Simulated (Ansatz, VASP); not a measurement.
# Au: VASP beside Ansatz

```
Au
1.0
     1.39224   -2.52139    0.00000
     1.39224    2.52139    0.00000
     0.00000    0.00000    4.82704
Au
2
Cartesian
  1.3922 0.8337 1.2068
  1.3922 -0.8337 3.6203
```

Alike in both runs: task single point; functional r2SCAN; k mesh 11 × 11 × 6; occupations fermi-dirac, width 0.05 eV; no spin polarisation.

```csv
,VASP,Ansatz
version,VASP 6.6.1,Ansatz 0.2.0
potentials or method,"VASP PAW PBE potentials, release 64 (Au)",Ansatz PAW
plane-wave cutoff (eV),520,500
valence electrons in the cell,22,38
```

|  | VASP | Ansatz | Ansatz less VASP |
| --- | --- | --- | --- |
| gap on the k mesh at the Fermi level (eV) | none | none | - |
| pressure (GPa) | 6.9 | 6.5 | -0.36 |
| traceless stress, the component that is largest in VASP (GPa) | 3.49 | 3.42 | -0.073 |
| rms of the force components (eV/Å) | 0.018 | 0.018 | -0.0002 |

VASP's potentials were made for PBE, not for r2SCAN. Atom by atom the forces differ by 0.000 eV/Å (rms over components). A gap of «none» marks a metal or a gap that the smearing closes. VASP's potentials hold 22 valence electrons a cell and Ansatz's 38, so a difference there can come from the potentials and not from the codes.

Neither program's run includes spin-orbit coupling.
